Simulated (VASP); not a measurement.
# InSb (Pmmn) in VASP: a series of runs, part 2 of 2

VASP 6.6.1. Earlier steps stand in the parts before.

### Step 4. Electric field gradients, PBE (equal xx and yy strain of -3 %)

The input, INCAR:

```
SYSTEM = InSb
  ALGO = Normal
  EDIFF = 1E-8
  ENCUT = 520
  GGA = PE
  ISIF = 2
  ISMEAR = -1
  LASPH = .True.
  LCHARG = .False.
  LEFG = .True.
  LREAL = .False.
  LWAVE = .False.
  NBANDS = 26
  NELM = 80
  PREC = Accurate
  SIGMA = 0.08
```

The input, KPOINTS:

```
k-points
0
Gamma
  6 6 11
  0 0 0
```

The input, POSCAR:

```
InSb
1.0
    5.1962900000      0.0000000000      0.0000000000
    0.0000000000      5.5406400000      0.0000000000
    0.0000000000      0.0000000000      3.0630000000
In Sb
2 2
Direct
    0.0000000000      0.0000000000      0.0000000000
    0.5000000000      0.5000000000      0.0000000000
    0.5000000000      0.0000000000      0.8350000000
    0.0000000000      0.5000000000      0.1650000000
```

Potentials or basis: VASP PAW PBE potentials, release 64 (In_d, Sb).

Started as:

```bash
$ cat potpaw_PBE.64/In_d/POTCAR potpaw_PBE.64/Sb/POTCAR > POTCAR
$ mpirun -np 1 vasp_std > vasp.out
```

OUTCAR:

```text
SYSTEM = InSb
   EDIFF = 1E-8
   ENCUT = 520
   GGA = PE
   ISIF = 2
   ISMEAR = -1
   LASPH = .True.
   LREAL = .False.
   NELM = 80
   PREC = Accurate

 ion  position               nearest neighbor table
   1  0.000  0.000  0.000-   3 2.65   3 2.65   4 2.82   4 2.82   3 3.65   3 3.65   4 3.77   4 3.77
                             2 3.80   2 3.80   2 3.80   2 3.80
   2  0.500  0.500  0.000-   4 2.65   4 2.65   3 2.82   3 2.82   4 3.65   4 3.65   3 3.77   3 3.77
                             1 3.80   1 3.80   1 3.80   1 3.80
   3  0.500  0.000  0.835-   1 2.65   1 2.65   2 2.82   2 2.82   1 3.65   1 3.65   2 3.77   2 3.77

   4  0.000  0.500  0.165-   2 2.65   2 2.65   1 2.82   1 2.82   2 3.65   2 3.65   1 3.77   1 3.77

  LATTYP: Found a simple orthorhombic cell.
 ALAT       =     3.0630000000
 B/A-ratio  =     1.6964707803
 C/A-ratio  =     1.8088932419

  Lattice vectors:

 A1 = (   0.0000000000,   0.0000000000,   3.0630000000)
 A2 = (   5.1962900000,   0.0000000000,   0.0000000000)
 A3 = (   0.0000000000,   5.5406400000,   0.0000000000)

Analysis of symmetry for initial positions (statically):
=====================================================================
 Subroutine PRICEL returns:
 Original cell was already a primitive cell.

 Routine SETGRP: Setting up the symmetry group for a
 simple orthorhombic supercell.

 Subroutine GETGRP returns: Found  8 space group operations
 (whereof  4 operations were pure point group operations)
 out of a pool of  8 trial point group operations.

The static configuration has the point symmetry C_2v.
 The point group associated with its full space group is D_2h.

Analysis of symmetry for dynamics (positions and initial velocities):
[... 872 lines left out ...]
  Direction    XX          YY          ZZ          XY          YZ          ZX
  --------------------------------------------------------------------------------------
  -------------------------------------------------------------------------------------
  Total       24.3377410     12.9438597      7.4454394      0.0000000      0.0000000      0.0000000
  in kB      442.1712860    235.1657484    135.2697240      0.0000000      0.0000000      0.0000000
  external PRESSURE =     270.8689195 kB  Pullay stress =       0.0000000 kB

 VOLUME and BASIS-vectors are now :
 -----------------------------------------------------------------------------
  energy-cutoff  :      520.00
  volume of cell :       88.19
      direct lattice vectors                 reciprocal lattice vectors
     5.196290000  0.000000000  0.000000000     0.192444994  0.000000000  0.000000000
     0.000000000  5.540640000  0.000000000     0.000000000  0.180484565  0.000000000
     0.000000000  0.000000000  3.063000000     0.000000000  0.000000000  0.326477310

 POSITION                                       TOTAL-FORCE (eV/Angst)
 -----------------------------------------------------------------------------------
      0.00000      0.00000      0.00000         0.000000      0.000000      0.379353
      2.59815      2.77032      0.00000         0.000000      0.000000     -0.379353
      2.59815      0.00000      2.55761         0.000000      0.000000     -1.133226
      0.00000      2.77032      0.50539         0.000000      0.000000      1.133226
 -----------------------------------------------------------------------------------
    total drift:                               -0.000000      0.000000     -0.000000

  FREE ENERGIE OF THE ION-ELECTRON SYSTEM (eV)
  ---------------------------------------------------
  free  energy   TOTEN  =       -11.1765953903 eV

  energy  without entropy=      -11.1405353235  energy(sigma->0) =      -11.15856536

 Electric field gradients (V/A^2)
---------------------------------------------------------------------
 ion       V_xx      V_yy      V_zz      V_xy      V_xz      V_yz
---------------------------------------------------------------------
   1     -98.278     9.340    88.938    -0.000    -0.000     0.000
   2     -98.278     9.340    88.938    -0.000    -0.000     0.000
   3     -94.280   -63.343   157.624    -0.000     0.000    -0.000
   4     -94.280   -63.343   157.624    -0.000     0.000     0.000
---------------------------------------------------------------------

 Electric field gradients after diagonalization (V/A^2)
 (convention: |V_zz| > |V_xx| > |V_yy|)
----------------------------------------------------------------------
 ion       V_xx      V_yy      V_zz     asymmetry (V_yy - V_xx)/ V_zz
----------------------------------------------------------------------
   1      88.938     9.340   -98.278       0.810
   2      88.938     9.340   -98.278       0.810
   3     -94.280   -63.343   157.624       0.196
   4     -94.280   -63.343   157.624       0.196
----------------------------------------------------------------------

           NMR quadrupolar parameters

 Cq : quadrupolar parameter    Cq=e*Q*V_zz/h
 eta: asymmetry parameters     (V_yy - V_xx)/ V_zz
 Q  : nuclear electric quadrupole moment in mb (millibarn)
----------------------------------------------------------------------
 ion       Cq(MHz)       eta       Q (mb)
----------------------------------------------------------------------
   1      -0.238       0.810       1.000
   2      -0.238       0.810       1.000
   3       0.381       0.196       1.000
   4       0.381       0.196       1.000
----------------------------------------------------------------------
```

OSZICAR:

```text
N       E                     dE             d eps       ncg     rms          rms(c)
DAV:   1     0.303697384569E+03    0.30370E+03   -0.15887E+04  4992   0.159E+03
DAV:   2     0.148585915552E+02   -0.28884E+03   -0.28205E+03  5188   0.387E+02
DAV:   3    -0.104005754627E+02   -0.25259E+02   -0.24743E+02  6260   0.128E+02
DAV:   4    -0.113099562938E+02   -0.90938E+00   -0.90619E+00  6024   0.251E+01
DAV:   5    -0.113614168872E+02   -0.51461E-01   -0.51453E-01  7718   0.536E+00    0.780E+00
DAV:   6    -0.112076267017E+02    0.15379E+00   -0.25650E-01  6952   0.868E+00    0.430E+00
DAV:   7    -0.111788360545E+02    0.28791E-01   -0.11979E-01  7198   0.408E+00    0.843E-01
DAV:   8    -0.111765087049E+02    0.23273E-02   -0.16533E-02  6726   0.164E+00    0.452E-01
DAV:   9    -0.111765980279E+02   -0.89323E-04   -0.11062E-03  6822   0.244E-01    0.935E-02
DAV:  10    -0.111765902187E+02    0.78092E-05   -0.46033E-05  7146   0.726E-02    0.320E-02
DAV:  11    -0.111765963904E+02   -0.61717E-05   -0.85129E-06  6144   0.266E-02    0.155E-02
DAV:  12    -0.111765961639E+02    0.22646E-06   -0.60793E-07  6886   0.774E-03    0.341E-03
DAV:  13    -0.111765954455E+02    0.71844E-06   -0.11927E-07  6820   0.398E-03    0.195E-03
DAV:  14    -0.111765953978E+02    0.47754E-07   -0.16147E-08  3944   0.995E-04    0.464E-04
DAV:  15    -0.111765953853E+02    0.12421E-07   -0.41066E-09  2780   0.520E-04    0.227E-04
DAV:  16    -0.111765953903E+02   -0.50068E-08   -0.10422E-09  2752   0.328E-04
   1 F= -.11176595E+02 E0= -.11158565E+02  d E =-.360601E-01
```

stdout:

```text
POSCAR found type information on POSCAR InSb
 POSCAR found :  2 types and       4 ions
 scaLAPACK will be used
 LDA part: xc-table for (Slater+PW92), standard interpolation
 POSCAR, INCAR and KPOINTS ok, starting setup
 FFT: planning ... GRIDC
 FFT: planning ... GRID_SOFT
 FFT: planning ... GRID
 WAVECAR not read
 entering main loop
ion   1

ion   2

ion   3

ion   4
```

Wall time 1.9 min (1 thread of Intel Xeon Platinum 8488C (Sapphire Rapids), shared host); peak memory 0.33 GiB.

Results:

```
Free energy                             : -11.1766 eV
Pressure                                : 27.1 GPa
Largest force                           : 1.133 eV/Å
Band gap on the k mesh                  : zero (bands 18 and 19 overlap by 3.88 eV)
Largest electric field gradient by atom : In -98.3; Sb +157.6 V/Å²
```

Forces in eV/Å, atoms in the order of the input:
```
In   0.000  0.000  0.379
In   0.000  0.000 -0.379
Sb   0.000  0.000 -1.133
Sb   0.000  0.000  1.133
```

Stress tensor (GPa, compression positive):
```
44.22  0.00  0.00
 0.00 23.52  0.00
 0.00  0.00 13.53
```

Levels at points of the mesh, in eV from the Fermi level:
```
           k point  band 14  band 15  band 16  band 17  band 18  band 19  band 20  band 21  band 22  band 23
(0.00, 0.00, 0.00)    -6.18    -5.90    -3.05    -2.30    -2.10     3.07     3.92     3.98     6.84     7.21
(0.50, 0.00, 0.00)    -6.86    -4.78    -4.78     1.25     1.25     4.24     4.24     5.12     5.12     7.00
(0.00, 0.50, 0.00)    -5.92    -4.93    -4.93    -0.23    -0.23     4.16     4.16     4.54     4.54     6.66
(0.50, 0.50, 0.00)    -9.04    -0.25    -0.25     1.48     1.48     2.71     2.71     3.27     3.27     4.39
```

Electric field gradients, principal values (V/Å²):
```
atom    least   middle  greatest (by size)
1 In    9.340   88.938             -98.278
2 In    9.340   88.938             -98.278
3 Sb  -63.343  -94.280             157.624
4 Sb  -63.343  -94.280             157.624
```

Caveat: the cell differs from its parent crystal (equal xx and yy strain of -3 %); the cell stands under pressure; without QUAD_EFG the Cq values of the log hold for a quadrupole moment of 1 mb, not for the nuclei; spin-orbit coupling is left out, which moves the levels of the heavy elements; forces of over 1 eV/Å act on the atoms, so gaps and moduli don't describe the material at rest.

### Step 5. Electric field gradients, PBE (equal xx and yy strain of -1 %)

The input, INCAR:

```
PREC = Accurate ; ENCUT = 520
EDIFF = 1E-8 ; ISMEAR = -1
SIGMA = 0.08 ; LREAL = False
LASPH = True ; NELM = 100
ALGO = Normal ; ISIF = 2
LWAVE = False ; LCHARG = False
GGA = PE ; LEFG = True
NBANDS = 26
```

The input, KPOINTS:

```
Automatic mesh
0
Gamma
  6 6 11
```

POSCAR: that of step 4 with these lines changed.

```diff
@@ -2,4 +2,4 @@
 1.0
-    5.1962900000      0.0000000000      0.0000000000
-    0.0000000000      5.5406400000      0.0000000000
+    5.3034300000      0.0000000000      0.0000000000
+    0.0000000000      5.6548800000      0.0000000000
     0.0000000000      0.0000000000      3.0630000000
```

Potentials or basis: VASP PAW PBE potentials, release 64 (In_d, Sb).

Started as:

```bash
$ cat potpaw_PBE.64/In_d/POTCAR potpaw_PBE.64/Sb/POTCAR > POTCAR
$ mpirun -np 1 vasp_std > vasp.out
```

OUTCAR:

```text
PREC = Accurate
   ENCUT = 520
   EDIFF = 1E-8
   ISMEAR = -1
   LREAL = False
   LASPH = True
   NELM = 100
   ISIF = 2
   GGA = PE

 ion  position               nearest neighbor table
   1  0.000  0.000  0.000-   3 2.70   3 2.70   4 2.87   4 2.87   3 3.68   3 3.68   4 3.81   4 3.81
                             2 3.88   2 3.88   2 3.88   2 3.88
   2  0.500  0.500  0.000-   4 2.70   4 2.70   3 2.87   3 2.87   4 3.68   4 3.68   3 3.81   3 3.81
                             1 3.88   1 3.88   1 3.88   1 3.88
   3  0.500  0.000  0.835-   1 2.70   1 2.70   2 2.87   2 2.87   1 3.68   1 3.68   2 3.81   2 3.81

   4  0.000  0.500  0.165-   2 2.70   2 2.70   1 2.87   1 2.87   2 3.68   2 3.68   1 3.81   1 3.81

  LATTYP: Found a simple orthorhombic cell.
[... 933 lines left out ...]
   1     -87.854    11.523    76.331    -0.000     0.000     0.000
   2     -87.854    11.523    76.331    -0.000     0.000     0.000
   3     -87.600   -70.660   158.259     0.000     0.000    -0.000
   4     -87.600   -70.660   158.259    -0.000     0.000    -0.000
---------------------------------------------------------------------

 Electric field gradients after diagonalization (V/A^2)
 (convention: |V_zz| > |V_xx| > |V_yy|)
----------------------------------------------------------------------
 ion       V_xx      V_yy      V_zz     asymmetry (V_yy - V_xx)/ V_zz
----------------------------------------------------------------------
   1      76.331    11.523   -87.854       0.738
   2      76.331    11.523   -87.854       0.738
   3     -87.600   -70.660   158.259       0.107
   4     -87.600   -70.660   158.259       0.107
----------------------------------------------------------------------

           NMR quadrupolar parameters

 Cq : quadrupolar parameter    Cq=e*Q*V_zz/h
 eta: asymmetry parameters     (V_yy - V_xx)/ V_zz
 Q  : nuclear electric quadrupole moment in mb (millibarn)
----------------------------------------------------------------------
 ion       Cq(MHz)       eta       Q (mb)
----------------------------------------------------------------------
   1      -0.212       0.738       1.000
   2      -0.212       0.738       1.000
   3       0.383       0.107       1.000
   4       0.383       0.107       1.000
----------------------------------------------------------------------
```

OSZICAR:

```text
N       E                     dE             d eps       ncg     rms          rms(c)
DAV:   1     0.300157547376E+03    0.30016E+03   -0.15800E+04  4992   0.157E+03
DAV:   2     0.139694639340E+02   -0.28619E+03   -0.27972E+03  5158   0.384E+02
DAV:   3    -0.110412610616E+02   -0.25011E+02   -0.24534E+02  6352   0.128E+02
DAV:   4    -0.119599667812E+02   -0.91871E+00   -0.91484E+00  5992   0.249E+01
DAV:   5    -0.120120464720E+02   -0.52080E-01   -0.52072E-01  7714   0.540E+00    0.712E+00
DAV:   6    -0.118823694182E+02    0.12968E+00   -0.23388E-01  6920   0.791E+00    0.393E+00
DAV:   7    -0.118612445064E+02    0.21125E-01   -0.10449E-01  7066   0.370E+00    0.761E-01
DAV:   8    -0.118593507065E+02    0.18938E-02   -0.13942E-02  6660   0.148E+00    0.397E-01
DAV:   9    -0.118594837684E+02   -0.13306E-03   -0.99495E-04  6670   0.221E-01    0.849E-02
DAV:  10    -0.118594784021E+02    0.53662E-05   -0.39350E-05  7028   0.628E-02    0.296E-02
DAV:  11    -0.118594841670E+02   -0.57648E-05   -0.76598E-06  6094   0.245E-02    0.140E-02
DAV:  12    -0.118594841184E+02    0.48567E-07   -0.54528E-07  7042   0.724E-03    0.320E-03
DAV:  13    -0.118594834649E+02    0.65346E-06   -0.12124E-07  6518   0.393E-03    0.176E-03
DAV:  14    -0.118594834447E+02    0.20267E-07   -0.13196E-08  3808   0.903E-04    0.434E-04
DAV:  15    -0.118594834306E+02    0.14064E-07   -0.38821E-09  2776   0.484E-04    0.164E-04
DAV:  16    -0.118594834369E+02   -0.62782E-08   -0.99374E-10  2742   0.342E-04
   1 F= -.11859483E+02 E0= -.11842985E+02  d E =-.329971E-01
```

Run time: 1.7 min. Hardware: 1 thread of Intel Xeon Platinum 8488C (Sapphire Rapids), shared host; peak memory 0.33 GiB.

Results:

```
Free energy                             : -11.8595 eV
Pressure                                : 20.7 GPa
Largest force                           : 0.873 eV/Å
Band gap on the k mesh                  : zero (bands 18 and 19 overlap by 3.55 eV)
Largest electric field gradient by atom : In -87.9; Sb +158.3 V/Å²
```

Forces in eV/Å, atoms in the order of the input:
```
In   0.000  0.000  0.307
In   0.000  0.000 -0.307
Sb   0.000  0.000 -0.873
Sb   0.000  0.000  0.873
```

Stress tensor (GPa, compression positive):
```
34.39  0.00  0.00
 0.00 17.39  0.00
 0.00  0.00 10.22
```

Levels at points of the mesh, in eV from the Fermi level:
```
           k point  band 16  band 17  band 18  band 19  band 20  band 21
(0.00, 0.00, 0.00)    -3.00    -2.46    -2.25     3.05     4.20     4.20
(0.50, 0.00, 0.00)    -4.57     1.08     1.08     4.38     4.38     4.75
(0.00, 0.50, 0.00)    -4.74    -0.33    -0.33     4.06     4.06     4.45
(0.50, 0.50, 0.00)    -0.38     1.37     1.37     2.52     2.52     2.92
```

Electric field gradients, principal values (V/Å²):
| atom | least | middle | greatest (by size) |
| --- | --- | --- | --- |
| 1 In | 11.523 | 76.331 | -87.854 |
| 2 In | 11.523 | 76.331 | -87.854 |
| 3 Sb | -70.660 | -87.600 | 158.259 |
| 4 Sb | -70.660 | -87.600 | 158.259 |

Caveat: the cell differs from its parent crystal (equal xx and yy strain of -1 %); the cell stands under pressure; without QUAD_EFG the Cq values of the log hold for a quadrupole moment of 1 mb, not for the nuclei; spin-orbit coupling is left out, which moves the levels of the heavy elements.

### Step 6. Summary

| cell | gap on the mesh (eV) | pressure (GPa) | largest force (eV/Å) |
| --- | --- | --- | --- |
| a = 5.427, b = 5.787, c = 3.103 Å, 4 atoms | none | 13.4 | 0.65 |
| a = 5.357, b = 5.712, c = 3.063 Å, 4 atoms | none | 17.9 | 0.76 |
| a = 5.196, b = 5.541, c = 3.063 Å, 4 atoms | none | 27.1 | 1.13 |
| a = 5.303, b = 5.655, c = 3.063 Å, 4 atoms | none | 20.7 | 0.87 |

Alike in all rows: task electric field gradients; level PBE; potentials or basis VASP PAW PBE potentials, release 64 (In_d, Sb); no spin polarisation; k mesh 6 × 6 × 11; cutoff (eV) 520; smearing fermi-dirac 0.08 eV.

Caveats: the cell stands under pressure; spin-orbit coupling is left out, which moves the levels of the heavy elements; forces of over 1 eV/Å act on the atoms, so gaps and moduli don't describe the material at rest (at least some runs).

Absolute energies hang on the potentials; compare differences alone.
